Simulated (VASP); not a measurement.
# Y (Fm-3m) in VASP: a series of runs

Aim: see how the results for Y move with the level of theory and the settings. Levels: PBE, RPBE. Tasks: single point.

Everything below comes from runs of VASP 6.6.1. Logs are shortened: lines on timing, memory, paths and dates and some standing lists are left out, and cuts for length are marked.

## Step 1: The cell of the first run

It takes space group Fm-3m (No. 225, cubic). The conventional cell has a = 5.070 Å, b = 5.070 Å, c = 5.070 Å, α = 90.00°, β = 90.00°, γ = 90.00°. Y (site symmetry m-3m) has 12 Y at 3.58 Å within 4.7 Å.

## Step 2: Single point, PBE (volume scaled by 0.98)

INCAR reads:

```
SYSTEM = Y
  PREC = Accurate
  ENCUT = 520
  EDIFF = 1E-6
  ISMEAR = -1
  SIGMA = 0.05
  LREAL = .FALSE.
  LASPH = .TRUE.
  NELM = 60
  ALGO = Normal
  ISIF = 2
  LWAVE = .FALSE.
  LCHARG = .TRUE.
  GGA = PE
  LELF = .TRUE.
  LVHAR = .TRUE.
  NBANDS = 12
```

KPOINTS reads:

```
Automatic mesh
0
G
  9 9 9
  0 0 0
```

POSCAR reads:

```
Y
1.0
    0.0000000000      2.5348630883      2.5348630883
    2.5348630883      0.0000000000      2.5348630883
    2.5348630883      2.5348630883      0.0000000000
Y
1
Direct
    0.0000000000      0.0000000000      0.0000000000
```

Potentials or basis: VASP PAW PBE potentials, release 64 (Y_sv).

Command:

```console
cat potpaw_PBE.64/Y_sv/POTCAR > POTCAR
mpirun -np 1 vasp_std > vasp.out
```

OUTCAR:

```text
SYSTEM = Y
   PREC = Accurate
   ENCUT = 520
   EDIFF = 1E-6
   ISMEAR = -1
   LREAL = .FALSE.
   LASPH = .TRUE.
   NELM = 60
   ISIF = 2
   GGA = PE

 ion  position               nearest neighbor table
   1  0.000  0.000  0.000-

  LATTYP: Found a face centered cubic cell.
 ALAT       =     5.0697261766

  Lattice vectors:

 A1 = (   0.0000000000,   2.5348630883,   2.5348630883)
 A2 = (   2.5348630883,   0.0000000000,   2.5348630883)
 A3 = (   2.5348630883,   2.5348630883,   0.0000000000)

Analysis of symmetry for initial positions (statically):
=====================================================================
 Subroutine PRICEL returns:
 Original cell was already a primitive cell.

 Routine SETGRP: Setting up the symmetry group for a
 face centered cubic supercell.

 Subroutine GETGRP returns: Found 48 space group operations
 (whereof 48 operations were pure point group operations)
 out of a pool of 48 trial point group operations.

The static configuration has the point symmetry O_h .

Analysis of symmetry for dynamics (positions and initial velocities):
=====================================================================
 Subroutine PRICEL returns:
 Original cell was already a primitive cell.

 Routine SETGRP: Setting up the symmetry group for a
 face centered cubic supercell.

 Subroutine GETGRP returns: Found 48 space group operations
 (whereof 48 operations were pure point group operations)
 out of a pool of 48 trial point group operations.

The dynamic configuration has the point symmetry O_h .

 Subroutine INISYM returns: Found 48 space group operations
 (whereof 48 operations are pure point group operations),
 and found     1 'primitive' translations

----------------------------------------------------------------------------------------

                                     Primitive cell

  volume of cell :      32.5757

  direct lattice vectors                    reciprocal lattice vectors
     0.000000000  2.534863088  2.534863088    -0.197249312  0.197249312  0.197249312
     2.534863088  0.000000000  2.534863088     0.197249312 -0.197249312  0.197249312
     2.534863088  2.534863088  0.000000000     0.197249312  0.197249312 -0.197249312

  length of vectors
     3.584837758  3.584837758  3.584837758     0.341645830  0.341645830  0.341645830

  position of ions in fractional coordinates (direct lattice)
     0.000000000  0.000000000  0.000000000

  ion indices of the primitive-cell ions
   primitive index   ion index
                 1           1

----------------------------------------------------------------------------------------

 KPOINTS: Automatic mesh

Automatic generation of k-mesh.
 Grid dimensions read from file:
 generate k-points for:    9    9    9

 Generating k-lattice:

  Cartesian coordinates                     Fractional coordinates (reciprocal lattice)
    -0.021916590  0.021916590  0.021916590     0.111111111  0.000000000  0.000000000
     0.021916590 -0.021916590  0.021916590     0.000000000  0.111111111  0.000000000
     0.021916590  0.021916590 -0.021916590     0.000000000  0.000000000  0.111111111

  Length of vectors
     0.037960648  0.037960648  0.037960648

  Shift w.r.t. Gamma in fractional coordinates (k-lattice)
     0.000000000  0.000000000  0.000000000

 Subroutine IBZKPT returns following result:
 ===========================================

 Found     35 irreducible k-points:

 Following reciprocal coordinates:
            Coordinates               Weight
  0.000000  0.000000  0.000000      1.000000
  0.111111  0.000000  0.000000      8.000000
  0.222222  0.000000  0.000000      8.000000
  0.333333  0.000000  0.000000      8.000000
  0.444444  0.000000  0.000000      8.000000
  0.111111  0.111111  0.000000      6.000000
[... 16 lines left out ...]
 -0.333333  0.333333  0.000000     12.000000
  0.444444  0.444444  0.000000      6.000000
 [... further k-points ...]
   k-points           NKPTS =     35   k-points in BZ     NKDIM =     35   number of bands    NBANDS=     12
   number of dos      NEDOS =    301   number of ions     NIONS =      1
   total plane-waves  NPLWV =  21952
   dimension x,y,z NGX =    28 NGY =   28 NGZ =   28
   dimension x,y,z NGXF=    56 NGYF=   56 NGZF=   56
   ions per type =               1
   NGX,Y,Z   is equivalent  to a cutoff of  12.98, 12.98, 12.98 a.u.
   NGXF,Y,Z  is equivalent  to a cutoff of  25.97, 25.97, 25.97 a.u.
 SYSTEM =  Y
   PREC   = accura    normal or accurate (medium, high low for compatibility)
   ISTART =      0    job   : 0-new  1-cont  2-samecut
   ICHARG =      2    charge: 1-file 2-atom 10-const
   ISPIN  =      1    spin polarized calculation?
   LNONCOLLINEAR =      F non collinear calculations
   LSORBIT =      F    spin-orbit coupling
   LASPH  =      T    aspherical Exc in radial PAW
   ENCUT  =  520.0 eV  38.22 Ry    6.18 a.u.   6.67  6.67  6.67*2*pi/ulx,y,z
   NELM   =     60;   NELMIN=  2; NELMDL= -5     # of ELM steps
   EDIFF  = 0.1E-05   stopping-criterion for ELM
   LREAL  =      F    real-space projection
   EDIFFG = 0.1E-04   stopping-criterion for IOM
   NSW    =      0    number of steps for IOM
   IBRION =     -1    ionic relax: 0-MD 1-quasi-New 2-CG
   NFREE  =      0    steps in history (QN), initial steepest desc. (CG)
   ISIF   =      2    stress and relaxation
   ISYM   =      2    0-nonsym 1-usesym 2-fastsym
   POTIM  = 0.5000    time-step for ionic-motion
   TEBEG  =    0.0;   TEEND  =   0.0 temperature during run
   PSTRESS=    0.0 pullay stress
   NELECT =      11.0000    total number of electrons
   NUPDOWN=      -1.0000    fix difference up-down
   EMIN   =  10.00;   EMAX   =-10.00  energy-range for DOS
   EFERMI =   0.00;   METHOD = LEGACY
   ISMEAR =    -1;   SIGMA  =   0.05  broadening in eV -4-tet -1-fermi 0-gaus
   EFERMI_NEDOS =   21; number of points for ismear=-14 and -15
   IALGO  =     38    algorithm
   IMIX   =      4    mixing-type and parameters
     AMIX     =   0.40;   BMIX     =  1.00
     AMIX_MAG =   1.60;   BMIX_MAG =  1.00
  volume/ion in A,a.u.               =      32.58       219.83
  Fermi-wavevector in a.u.,A,eV,Ry     =   1.140008  2.154303 17.682379  1.299618
  Thomas-Fermi vector in A             =   2.276711
   LORBIT       =      0    0 simple, 1 ext, 2 COOP (PROOUT), +10 PAW based schemes
   GGA     = PE    functional components
   LHFCALC =     F    Hartree Fock is set to
   AEXX    =    0.0000 exact exchange contribution
   IVDW    =     0    specifies the selected vdW correction
   LEPSILON=     F    determine dielectric tensor
   LRPA    =     F    only Hartree local field effects (RPA)
 non-spin polarized calculation
  energy-cutoff  :      520.00
  volume of cell :       32.58
 maximum number of plane-waves:       895
   NGX = 13   NGY = 13   NGZ = 13

 number of electron      11.0000000 magnetization

 Free energy of the ion-electron system (eV)
  ---------------------------------------------------
  ext. energy  EPLUGINS =         0.00000000
  ---------------------------------------------------
  free energy    TOTEN  =        -6.41396952 eV

  energy without entropy =       -6.40003471  energy(sigma->0) =       -6.40700212

 E-fermi :   3.1241     XC(G=0):  -9.4565

 val. band max:        3.1073688596   @ k =   0.3333   0.2222   0.0000
 cond. band min:       3.1433363091   @ k =  -0.3333   0.4444   0.2222
 fundamental gap:      0.0359674495
 Fermi energy:         3.1241231390

 k-point     1 :       0.0000    0.0000    0.0000
  band No.  band energies     occupation
      1     -39.5941      2.00000
      2     -19.2924      2.00000
      3     -19.2924      2.00000
      4     -19.2924      2.00000
      5      -1.6620      2.00000
      6       4.8775      0.00000
      7       4.8775      0.00000
      8       4.8775      0.00000
      9       6.8809      0.00000
     10       6.8809      0.00000
     11      12.0577      0.00000
     12      15.3264      0.00000

 k-point     2 :       0.1111    0.0000    0.0000
  band No.  band energies     occupation
      1     -39.5866      2.00000
      2     -19.3617      2.00000
      3     -19.3012      2.00000
      4     -19.3012      2.00000
      5      -1.3585      2.00000
      6       4.5541      0.00000
      7       5.0112      0.00000
      8       5.0112      0.00000
      9       6.7409      0.00000
     10       6.7409      0.00000
     11      12.7154      0.00000
     12      14.1861      0.00000

 k-point     3 :       0.2222    0.0000    0.0000
  band No.  band energies     occupation
      1     -39.5675      2.00000
      2     -19.5329      2.00000
      3     -19.3233      2.00000
      4     -19.3233      2.00000
      5      -0.5448      2.00000
      6       3.9434      0.00000
      7       5.1513      0.00000
      8       5.1513      0.00000
      9       6.7465      0.00000
     10       6.7465      0.00000
     11      12.4887      0.00000
     12      14.3136      0.00000
[... 286 lines left out ...]
 k-point    23 :      -0.3333    0.3333    0.0000
  band No.  band energies     occupation
      1     -39.5134      2.00000
      2     -19.6723      2.00000
      3     -19.6679      2.00000
      4     -19.4241      2.00000
      5       2.5205      1.99999
      6       2.6205      1.99992
      7       3.7574      0.00001
      8       6.1799      0.00000
      9       7.6104      0.00000
     10       8.6900      0.00000
     11      11.6908      0.00000
     12      12.1942      0.00000

 k-point    24 :       0.4444    0.4444    0.0000
  band No.  band energies     occupation
      1     -39.5108      2.00000
      2     -19.8056      2.00000
      3     -19.4875      2.00000
      4     -19.4875      2.00000
      5       1.3440      2.00000
      6       2.2794      2.00000
      7       4.9793      0.00000
      8       8.2843      0.00000
      9       8.3507      0.00000
     10       8.3507      0.00000
     11      11.3591      0.00000
     12      11.3591      0.00000

 [... further k-points ...]
[... 5 lines left out ...]
  --------------------------------------------------------------------------------------
  -------------------------------------------------------------------------------------
  Total       -0.0402939     -0.0402939     -0.0402939     -0.0000000      0.0000000      0.0000000
  in kB       -1.9817830     -1.9817830     -1.9817830     -0.0000000      0.0000000      0.0000000
  external PRESSURE =      -1.9817830 kB  Pullay stress =       0.0000000 kB

 VOLUME and BASIS-vectors are now :
 -----------------------------------------------------------------------------
  energy-cutoff  :      520.00
  volume of cell :       32.58
      direct lattice vectors                 reciprocal lattice vectors
     0.000000000  2.534863088  2.534863088    -0.197249312  0.197249312  0.197249312
     2.534863088  0.000000000  2.534863088     0.197249312 -0.197249312  0.197249312
     2.534863088  2.534863088  0.000000000     0.197249312  0.197249312 -0.197249312

 POSITION                                       TOTAL-FORCE (eV/Angst)
 -----------------------------------------------------------------------------------
      0.00000      0.00000      0.00000         0.000000     -0.000000      0.000000
 -----------------------------------------------------------------------------------
    total drift:                               -0.000000     -0.000000     -0.000000

  FREE ENERGIE OF THE ION-ELECTRON SYSTEM (eV)
  ---------------------------------------------------
  free  energy   TOTEN  =        -6.4139695203 eV

  energy  without entropy=       -6.4000347123  energy(sigma->0) =       -6.40700212
```

Run time: 16 s. Hardware: 1 thread of AMD EPYC 7R13 (Zen 3), shared host; peak memory 0.14 GiB.

What came out:

| Quantity | Value |
| --- | --- |
| Free energy | -6.4140 eV |
| Pressure | -0.2 GPa |

Levels at points of the mesh, in eV from the Fermi level:
```
           k point  band 2  band 3  band 4  band 5  band 6  band 7  band 8  band 9
(0.00, 0.00, 0.00)  -22.42  -22.42  -22.42   -4.79    1.75    1.75    1.75    3.76
```

## Step 3: Single point, PBE (volume scaled by 1.06)

INCAR reads:

```
SYSTEM = Y
ALGO = Normal
EDIFF = 1E-7
ENCUT = 520
GGA = PE
ISIF = 2
ISMEAR = -1
LASPH = .TRUE.
LCHARG = .TRUE.
LELF = .TRUE.
LREAL = .FALSE.
LVHAR = .TRUE.
LWAVE = .FALSE.
NBANDS = 12
NELM = 60
PREC = Accurate
SIGMA = 0.05
```

KPOINTS reads:

```
k-points
0
G
  9 9 9
  0 0 0
```

POSCAR reads:

```
Y
1.0
    0.0000000000      2.6020428087      2.6020428087
    2.6020428087      0.0000000000      2.6020428087
    2.6020428087      2.6020428087      0.0000000000
Y
1
Direct
    0.0000000000      0.0000000000      0.0000000000
```

Potentials or basis: VASP PAW PBE potentials, release 64 (Y_sv).

Command:

```console
cat potpaw_PBE.64/Y_sv/POTCAR > POTCAR
mpirun -np 1 vasp_std > vasp.out
```

Run time: 18 s. Hardware: 1 thread of AMD EPYC 7R13 (Zen 3), shared host; peak memory 0.14 GiB.

Results (log left out):

```
Free energy : -6.3878 eV
Pressure    : -2.8 GPa
```

Levels at points of the mesh, in eV from the Fermi level:
```tsv
k point	band 2	band 3	band 4	band 5	band 6	band 7	band 8	band 9
(0.00, 0.00, 0.00)	-22.67	-22.67	-22.67	-4.65	1.67	1.67	1.67	3.48
```

[end of part 1 of 2]
